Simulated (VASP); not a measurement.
# BaMg3H4 (P3m1) in VASP: further runs

BaMg3H4 is run at these levels: PBE; tasks: relaxation of cell and atoms.

Everything below comes from runs of VASP 6.6.1. Logs are shortened: lines on timing, memory, paths and dates and some standing lists are left out, and cuts for length are marked.

## Step 1: The cell of the first run

It takes space group P3m1 (No. 156, trigonal). Conventional cell: a = 4.714 Å, b = 4.714 Å, c = 15.769 Å, α = 90.00°, β = 90.00°, γ = 120.00°. Ba (site symmetry 3m) has 4 H at 3.48 Å and 6 Ba at 4.71 Å and 3 Mg at 4.95 Å within 5.0 Å. Mg (site symmetry 3m) has 4 H at 2.72 to 2.80 Å within 3.6 Å. Mg (site symmetry 3m) has 4 H at 2.72 to 2.80 Å within 3.6 Å. Mg (site symmetry 3m) has 4 H at 2.72 to 2.80 Å within 3.6 Å. Within 3.6 Å of H (site symmetry 3m) lie 4 Mg at 2.72 to 2.80 Å. H (site symmetry 3m) has 4 Mg at 2.72 to 2.80 Å within 3.6 Å. H (site symmetry 3m) has 3 Mg at 2.80 Å and 1 Ba at 3.48 Å within 3.7 Å. Within 3.6 Å of H (site symmetry 3m) lie 1 Mg at 2.72 Å and 3 Ba at 3.48 Å.

## Step 2: Relaxation of cell and atoms, PBE

Contents of INCAR:

```
SYSTEM = BaMg3H4
PREC     = Accurate       ! precision mode
ENCUT    = 600            ! plane-wave cutoff, eV
EDIFF    = 1E-6           ! SCF threshold, eV
ISMEAR   = 0              ! smearing method
SIGMA    = 0.1            ! smearing width, eV
LREAL    = .FALSE.        ! projectors in reciprocal space
LASPH    = .TRUE.         ! aspherical terms in the spheres
NELM     = 60             ! most SCF steps
ALGO     = Normal         ! electronic algorithm
ISIF     = 3              ! what is computed and relaxed
LWAVE    = .FALSE.        ! write WAVECAR
LCHARG   = .FALSE.        ! write CHGCAR
GGA      = PE             ! functional
IBRION   = 2              ! ionic algorithm
NSW      = 90             ! ionic steps
EDIFFG   = -0.04          ! ionic threshold
```

Contents of KPOINTS:

```
Automatic mesh
0
G
  6 6 1
  0 0 0
```

Contents of POSCAR:

```
BaMg3H4
1.0
    4.7143121400      0.0000000000      0.0000000000
   -2.3571560700      4.0827140800      0.0000000000
    0.0000000000      0.0000000000     15.7690884400
Ba Mg H
1 3 4
Direct
    0.0000000000      0.0000000000      0.6487429900
    0.0000000000      0.0000000000      0.1726684700
    0.3333333300      0.6666666700      0.3868260500
    0.6666666700      0.3333333300      0.9585108900
    0.0000000000      0.0000000000      0.0000000000
    0.3333333300      0.6666666700      0.2141575800
    0.0000000000      0.0000000000      0.4283151500
    0.6666666700      0.3333333300      0.7858424200
```

Potentials or basis: VASP PAW PBE potentials, release 64 (Ba_sv, Mg, H).

Launch:

```console
$ cat potpaw_PBE.64/Ba_sv/POTCAR potpaw_PBE.64/Mg/POTCAR potpaw_PBE.64/H/POTCAR > POTCAR
$ mpirun -np 1 vasp_std > vasp.out
```

OUTCAR:

```text
SYSTEM = BaMg3H4
   PREC = Accurate
   ENCUT = 600
   EDIFF = 1E-6
   ISMEAR = 0
   LREAL = .FALSE.
   LASPH = .TRUE.
   NELM = 60
   ISIF = 3
   GGA = PE
   IBRION = 2
   NSW = 90
   EDIFFG = -0.04

 ion  position               nearest neighbor table
   1  0.000  0.000  0.649-
   2  0.000  0.000  0.173-
   3  0.333  0.667  0.387-
   4  0.667  0.333  0.959-
   5  0.000  0.000  0.000-
   6  0.333  0.667  0.214-
   7  0.000  0.000  0.428-
   8  0.667  0.333  0.786-

  LATTYP: Found a hexagonal cell.
 ALAT       =     4.7143121400
 C/A-ratio  =     3.3449394040

  Lattice vectors:

 A1 = (   4.7143121400,   0.0000000000,   0.0000000000)
 A2 = (  -2.3571560700,   4.0827140800,   0.0000000000)
 A3 = (   0.0000000000,   0.0000000000,  15.7690884400)

Analysis of symmetry for initial positions (statically):
=====================================================================
 Subroutine PRICEL returns:
 Original cell was already a primitive cell.

 Routine SETGRP: Setting up the symmetry group for a
 hexagonal supercell.

 Subroutine GETGRP returns: Found  6 space group operations
 (whereof  6 operations were pure point group operations)
 out of a pool of 24 trial point group operations.

The static configuration has the point symmetry C_3v.

Analysis of symmetry for dynamics (positions and initial velocities):
=====================================================================
 Subroutine PRICEL returns:
 Original cell was already a primitive cell.

 Routine SETGRP: Setting up the symmetry group for a
 hexagonal supercell.

 Subroutine GETGRP returns: Found  6 space group operations
 (whereof  6 operations were pure point group operations)
 out of a pool of 24 trial point group operations.

The dynamic configuration has the point symmetry C_3v.

 Subroutine INISYM returns: Found  6 space group operations
 (whereof  6 operations are pure point group operations),
 and found     1 'primitive' translations

----------------------------------------------------------------------------------------

                                     Primitive cell

  volume of cell :     303.5106

  direct lattice vectors                    reciprocal lattice vectors
     4.714312140  0.000000000  0.000000000     0.212120023  0.122467552  0.000000000
    -2.357156070  4.082714080  0.000000000     0.000000000  0.244935105  0.000000000
     0.000000000  0.000000000 15.769088440     0.000000000  0.000000000  0.063415207

  length of vectors
     4.714312140  4.714312145 15.769088440     0.244935105  0.244935105  0.063415207

  position of ions in fractional coordinates (direct lattice)
     0.000000000  0.000000000  0.648742990
     0.000000000  0.000000000  0.172668470
     0.333333330  0.666666670  0.386826050
     0.666666670  0.333333330  0.958510890
     0.000000000  0.000000000  0.000000000
     0.333333330  0.666666670  0.214157580
     0.000000000  0.000000000  0.428315150
     0.666666670  0.333333330  0.785842420

  ion indices of the primitive-cell ions
   primitive index   ion index
                 1           1
                 2           2
                 3           3
                 4           4
                 5           5
                 6           6
                 7           7
                 8           8

----------------------------------------------------------------------------------------

 KPOINTS: Automatic mesh

Automatic generation of k-mesh.
 Grid dimensions read from file:
 generate k-points for:    6    6    1

 Generating k-lattice:

  Cartesian coordinates                     Fractional coordinates (reciprocal lattice)
     0.035353337  0.020411259  0.000000000     0.166666667 -0.000000000  0.000000000
     0.000000000  0.040822517  0.000000000     0.000000000  0.166666667  0.000000000
     0.000000000  0.000000000  0.063415207     0.000000000  0.000000000  1.000000000

  Length of vectors
     0.040822517  0.040822517  0.063415207

  Shift w.r.t. Gamma in fractional coordinates (k-lattice)
     0.000000000  0.000000000  0.000000000

 Subroutine IBZKPT returns following result:
 ===========================================

 Found      7 irreducible k-points:

 Following reciprocal coordinates:
            Coordinates               Weight
  0.000000  0.000000  0.000000      1.000000
  0.166667  0.000000  0.000000      6.000000
  0.333333  0.000000  0.000000      6.000000
  0.500000  0.000000  0.000000      3.000000
  0.166667  0.166667  0.000000      6.000000
  0.333333  0.166667  0.000000     12.000000
  0.333333  0.333333  0.000000      2.000000
   k-points           NKPTS =      7   k-points in BZ     NKDIM =      7   number of bands    NBANDS=     15
   number of dos      NEDOS =    301   number of ions     NIONS =      8
   total plane-waves  NPLWV = 201600
   dimension x,y,z NGX =    40 NGY =   40 NGZ =  126
   dimension x,y,z NGXF=    80 NGYF=   80 NGZF=  252
   ions per type =               1   3   4
   NGX,Y,Z   is equivalent  to a cutoff of  14.11, 14.11, 13.28 a.u.
   NGXF,Y,Z  is equivalent  to a cutoff of  28.21, 28.21, 26.57 a.u.
 SYSTEM =  BaMg3H4
   PREC   = accura    normal or accurate (medium, high low for compatibility)
   ISTART =      0    job   : 0-new  1-cont  2-samecut
   ICHARG =      2    charge: 1-file 2-atom 10-const
   ISPIN  =      1    spin polarized calculation?
   LNONCOLLINEAR =      F non collinear calculations
   LSORBIT =      F    spin-orbit coupling
   LASPH  =      T    aspherical Exc in radial PAW
   ENCUT  =  600.0 eV  44.10 Ry    6.64 a.u.   9.42  9.42 31.49*2*pi/ulx,y,z
   NELM   =     60;   NELMIN=  2; NELMDL= -5     # of ELM steps
   EDIFF  = 0.1E-05   stopping-criterion for ELM
   LREAL  =      F    real-space projection
   EDIFFG = -.4E-01   stopping-criterion for IOM
   NSW    =     90    number of steps for IOM
   IBRION =      2    ionic relax: 0-MD 1-quasi-New 2-CG
   NFREE  =      1    steps in history (QN), initial steepest desc. (CG)
   ISIF   =      3    stress and relaxation
   ISYM   =      2    0-nonsym 1-usesym 2-fastsym
   POTIM  = 0.5000    time-step for ionic-motion
   TEBEG  =    0.0;   TEEND  =   0.0 temperature during run
   PSTRESS=    0.0 pullay stress
   NELECT =      20.0000    total number of electrons
   NUPDOWN=      -1.0000    fix difference up-down
   EMIN   =  10.00;   EMAX   =-10.00  energy-range for DOS
   EFERMI =   0.00;   METHOD = LEGACY
   ISMEAR =     0;   SIGMA  =   0.10  broadening in eV -4-tet -1-fermi 0-gaus
   EFERMI_NEDOS =   21; number of points for ismear=-14 and -15
   IALGO  =     38    algorithm
   IMIX   =      4    mixing-type and parameters
     AMIX     =   0.40;   BMIX     =  1.00
     AMIX_MAG =   1.60;   BMIX_MAG =  1.00
  volume/ion in A,a.u.               =      37.94       256.02
  Fermi-wavevector in a.u.,A,eV,Ry     =   0.661242  1.249566  5.949018  0.437241
  Thomas-Fermi vector in A             =   1.733940
   LORBIT       =      0    0 simple, 1 ext, 2 COOP (PROOUT), +10 PAW based schemes
   GGA     = PE    functional components
   LHFCALC =     F    Hartree Fock is set to
   AEXX    =    0.0000 exact exchange contribution
   IVDW    =     0    specifies the selected vdW correction
   LEPSILON=     F    determine dielectric tensor
   LRPA    =     F    only Hartree local field effects (RPA)
 conjugate gradient relaxation of ions
 non-spin polarized calculation
 Gauss-broadening in eV      SIGMA  =   0.10
  energy-cutoff  :      600.00
  volume of cell :      303.51
 maximum number of plane-waves:     10167
 NGX is ok and might be reduce to    40
   NGX = 19   NGY = 19   NGZ = 63

--------------------------------------- Ionic step        1  -------------------------------------------

 number of electron      20.0000002 magnetization

 Free energy of the ion-electron system (eV)
  ---------------------------------------------------
  ext. energy  EPLUGINS =         0.00000000
  ---------------------------------------------------
  free energy    TOTEN  =       -13.66574749 eV

  energy without entropy =      -13.64059761  energy(sigma->0) =      -13.65317255

------------------------ aborting loop because EDIFF is reached ----------------------------------------

  FORCE on cell =-STRESS in cart. coord.  units (eV):
  Direction    XX          YY          ZZ          XY          YZ          ZX
  --------------------------------------------------------------------------------------
  -------------------------------------------------------------------------------------
  Total       -7.7358385     -7.7358385    -11.4576831      0.0000000      0.0000000      0.0000000
  in kB      -40.8360836    -40.8360837    -60.4830245      0.0000000      0.0000000      0.0000000
  external PRESSURE =     -47.3850640 kB  Pullay stress =       0.0000000 kB
[... 29 lines left out ...]
--------------------------------------- Ionic step        2  -------------------------------------------

 number of electron      19.9999999 magnetization

 E-fermi :  -0.1242     XC(G=0):  -6.4047

 val. band max:       -0.1459499199   @ k =   0.3333   0.1667   0.0000
 cond. band min:      -0.0291753403   @ k =   0.5000   0.0000   0.0000
 fundamental gap:      0.1167745796
 Fermi energy:        -0.1241941010

 k-point     1 :       0.0000    0.0000    0.0000
  band No.  band energies     occupation
      1     -29.4041      2.00000
      2     -14.5172      2.00000
      3     -14.3882      2.00000
      4     -14.3882      2.00000
      5      -5.3702      2.00000
      6      -4.6791      2.00000
      7      -3.9762      2.00000
      8      -3.1827      2.00000
      9      -1.0509      2.00000
     10       0.4114      0.00000
     11       1.2063      0.00000
     12       1.7032      0.00000
     13       1.7032      0.00000
     14       1.9846      0.00000
[... 184 lines left out ...]
  FREE ENERGIE OF THE ION-ELECTRON SYSTEM (eV)
  ---------------------------------------------------
  free  energy   TOTEN  =       -18.9530371158 eV

  energy  without entropy=      -18.9271784614  energy(sigma->0) =      -18.94010779

[... ionic steps 4 to 16 ...]

--------------------------------------- Ionic step       17  -------------------------------------------

 number of electron      20.0000000 magnetization

------------------------ aborting loop because EDIFF is reached ----------------------------------------
[... 79 lines left out ...]
--------------------------------------- Ionic step       19  -------------------------------------------

 number of electron      20.0000000 magnetization

 Free energy of the ion-electron system (eV)
  ---------------------------------------------------
  ext. energy  EPLUGINS =         0.00000000
  ---------------------------------------------------
  free energy    TOTEN  =       -19.58181119 eV

  energy without entropy =      -19.56328906  energy(sigma->0) =      -19.57255012

 E-fermi :   2.3722     XC(G=0):  -8.3324

 val. band max:        2.3628546844   @ k =   0.3333   0.3333   0.0000
 cond. band min:       2.3961687557   @ k =   0.5000   0.0000   0.0000
 fundamental gap:      0.0333140713
 Fermi energy:         2.3721844475

 k-point     1 :       0.0000    0.0000    0.0000
  band No.  band energies     occupation
      1     -25.9242      2.00000
      2     -11.3306      2.00000
      3     -10.6431      2.00000
      4     -10.6431      2.00000
      5      -5.8145      2.00000
      6      -4.2291      2.00000
      7      -2.7698      2.00000
      8      -1.1901      2.00000
      9       1.9123      2.00000
     10       3.4279      0.00000
     11       4.6206      0.00000
     12       4.6206      0.00000
     13       4.7223      0.00000
     14       6.2069      0.00000
[... 142 lines left out ...]
  FREE ENERGIE OF THE ION-ELECTRON SYSTEM (eV)
  ---------------------------------------------------
  free  energy   TOTEN  =       -19.5818111905 eV

  energy  without entropy=      -19.5632890568  energy(sigma->0) =      -19.57255012

 reached required accuracy - stopping structural energy minimisation
```

Run time: 8 min. Hardware: 1 thread of Intel Xeon 6975P-C (Granite Rapids), shared host; peak memory 0.56 GiB.

What came out:

| Property | Result |
| --- | --- |
| Free energy | -19.5818 eV |
| Relaxed volume | 17.21 Å³/atom |
| Relaxed cell | a = 3.946 Å, b = 3.946 Å, c = 10.209 Å, α = 90.00°, β = 90.00°, γ = 120.00° |
| Space group after relaxing (to 0.1 Å) | P3m1 (No. 156) |
| Energy gained by relaxing | 739.5 meV/atom |
| Ionic steps | 19 |
| Pressure after relaxing | -0.1 GPa |
| Largest force after relaxing | 0.028 eV/Å |
| Band gap on the k mesh | zero (bands 10 and 11 overlap by 1.14 eV) |

Forces in eV/Å, atoms in the order of the input:
```
Ba   0.000  0.000  0.024
Mg   0.000  0.000 -0.026
Mg   0.000  0.000  0.001
Mg   0.000  0.000  0.020
H    0.000  0.000 -0.028
H    0.000  0.000 -0.010
H    0.000  0.000  0.015
H    0.000  0.000  0.005
```

The path:
| step | energy change (eV) | largest force (eV/Å) | pressure (GPa) | volume (Å³) |
| --- | --- | --- | --- | --- |
| 1 | 0.0000 | 0.2994 | -4.74 | 303.51 |
| 2 | -1.5452 | 0.3175 | -5.31 | 256.79 |
| 3 | -5.2873 | 0.7703 | -1.85 | 145.31 |
| 4 | -5.1514 | 1.1298 | 4.70 | 121.78 |
| 5 | -5.3530 | 0.8764 | -0.16 | 137.03 |
| 6 | -5.3526 | 0.9119 | 0.46 | 134.53 |
| 7 | -5.4719 | 0.7801 | 0.58 | 132.85 |
| 8 | -5.6340 | 0.5938 | 1.46 | 128.57 |
| 9 | -5.6494 | 0.8445 | 2.08 | 126.80 |
| 10 | -5.7583 | 0.4258 | 1.03 | 130.46 |
| 11 | -5.7969 | 0.4567 | 0.17 | 134.65 |
| 12 | -5.7974 | 0.4148 | 0.24 | 134.22 |
| 13 | -5.8354 | 0.3148 | 0.03 | 135.34 |
| 14 | -5.8901 | 0.2717 | -0.33 | 138.65 |
| 15 | -5.9043 | 0.1879 | -0.01 | 137.55 |
| 16 | -5.9055 | 0.1870 | 0.11 | 137.14 |
| 17 | -5.9120 | 0.1054 | 0.03 | 137.41 |
| 18 | -5.9128 | 0.1288 | -0.01 | 137.55 |
| 19 | -5.9161 | 0.0278 | -0.10 | 137.65 |

Final structure:
```
Ba Mg H
1.0
     3.94584    0.00000    0.00000
    -1.97292    3.41720    0.00000
     0.00000    0.00000   10.20879
Ba Mg H
1 3 4
Direct
  0.00000 0.00000 0.67915
  0.00000 0.00000 0.18624
  0.33333 0.66667 0.40001
  0.66667 0.33333 0.97499
  0.00000 0.00000 0.99194
  0.33333 0.66667 0.19626
  0.00000 0.00000 0.37089
  0.66667 0.33333 0.79559
```

Caveat: the k points lie up to 0.62 Å⁻¹ apart in the final cell, too coarse for converged energies and pressures of a metal; the volume moved by over 15 % at a fixed basis, so the end points are rough; spin-orbit coupling is left out, which moves the levels of the heavy elements.

## Step 3: Relaxation of cell and atoms, PBE

This run uses another cell than the first one, of 17.09 Å³/atom.

Contents of INCAR:

```
  PREC = Accurate
  ENCUT = 600
  EDIFF = 1E-7
  ISMEAR = 0
  SIGMA = 0.1
  LREAL = False
  LASPH = True
  NELM = 100
  ALGO = Normal
  ISIF = 3
  LWAVE = False
  LCHARG = False
  GGA = PE
  IBRION = 2
  NSW = 100
  EDIFFG = -0.01
```

Contents of KPOINTS:

```
Automatic mesh
0
Gamma
  12 12 4
```

Contents of POSCAR:

```
BaMg3H4
1.0
    3.9497327353      0.0000000000      0.0000000000
   -1.9748663677      3.4205688869      0.0000000000
    0.0000000000      0.0000000000     10.1224935794
Ba Mg H
1 3 4
Direct
    0.0000000000      0.0000000000      0.6884271714
    0.0000000000      0.0000000000      0.1828869282
    0.3333333333      0.6666666667      0.4000357871
    0.6666666667      0.3333333333      0.9768834772
    0.0000000000      0.0000000000      0.9863890893
    0.3333333333      0.6666666667      0.1955236631
    0.0000000000      0.0000000000      0.3690321231
    0.6666666667      0.3333333333      0.7958853104
```

Potentials or basis: VASP PAW PBE potentials, release 64 (Ba_sv, Mg, H).

Launch:

```console
$ cat potpaw_PBE.64/Ba_sv/POTCAR potpaw_PBE.64/Mg/POTCAR potpaw_PBE.64/H/POTCAR > POTCAR
$ mpirun -np 1 vasp_std > vasp.out
```

Wall time 11 min (1 thread of Intel Xeon 6975P-C (Granite Rapids), shared host); peak memory 0.45 GiB.

It converged, with:

* Free energy: -19.5488 eV
* Relaxed volume: 17.11 Å³/atom
* Relaxed cell: a = 3.907 Å, b = 3.907 Å, c = 10.354 Å, α = 90.00°, β = 90.00°, γ = 120.00°
* Space group after relaxing (to 0.1 Å): P3m1 (No. 156)
* Energy gained by relaxing: 1.4 meV/atom
* Ionic steps: 14
* Pressure after relaxing: 0.0 GPa
* Largest force after relaxing: 0.010 eV/Å
* Band gap on the k mesh: zero (bands 10 and 11 overlap by 1.27 eV)

Forces in eV/Å, atoms in the order of the input:
```
Ba   0.000  0.000 -0.003
Mg   0.000  0.000 -0.002
Mg   0.000  0.000 -0.002
Mg   0.000  0.000  0.007
H    0.000  0.000 -0.005
H    0.000  0.000  0.010
H    0.000  0.000 -0.004
H    0.000  0.000  0.000
```

The path:
| step | energy change (eV) | largest force (eV/Å) | pressure (GPa) | volume (Å³) |
| --- | --- | --- | --- | --- |
| 1 | 0.0000 | 0.1143 | 0.19 | 136.76 |
| 2 | -0.0016 | 0.1031 | 0.07 | 137.17 |
| 3 | -0.0030 | 0.0864 | -0.21 | 138.18 |
| 4 | -0.0043 | 0.0670 | -0.20 | 138.14 |
| 5 | -0.0070 | 0.0524 | -0.17 | 138.01 |
| 6 | -0.0075 | 0.1220 | -0.09 | 137.76 |
| 7 | -0.0081 | 0.0668 | -0.13 | 137.87 |
| 8 | -0.0092 | 0.0468 | -0.02 | 137.30 |
| 9 | -0.0095 | 0.0526 | 0.08 | 136.78 |
| 10 | -0.0102 | 0.0412 | 0.04 | 136.85 |
| 11 | -0.0107 | 0.0219 | -0.03 | 136.98 |
| 12 | -0.0109 | 0.0228 | 0.02 | 136.81 |
| 13 | -0.0109 | 0.0133 | 0.01 | 136.85 |
| 14 | -0.0110 | 0.0097 | 0.01 | 136.86 |

Final structure:
```
Ba Mg H
1.0
     3.90674    0.00000    0.00000
    -1.95337    3.38333    0.00000
     0.00000    0.00000   10.35424
Ba Mg H
1 3 4
Direct
  0.00000 0.00000 0.67824
  0.00000 0.00000 0.18370
  0.33333 0.66667 0.39746
  0.66667 0.33333 0.97702
  0.00000 0.00000 0.99229
  0.33333 0.66667 0.19895
  0.00000 0.00000 0.36749
  0.66667 0.33333 0.79991
```

Levels at points of the mesh, in eV from the Fermi level:
```tsv
k point	band 8	band 9	band 10	band 11	band 12	band 13
(0.00, 0.00, 0.00)	-3.53	-0.57	0.97	2.26	2.26	2.31
(0.50, 0.00, 0.00)	-4.53	-1.37	-0.99	-0.01	0.77	2.12
(0.00, 0.00, 0.50)	-3.87	-0.37	0.59	2.26	2.26	2.47
(0.50, 0.00, 0.50)	-4.48	-1.24	-1.04	-0.30	1.28	2.08
```

Caveat: spin-orbit coupling is left out, which moves the levels of the heavy elements.
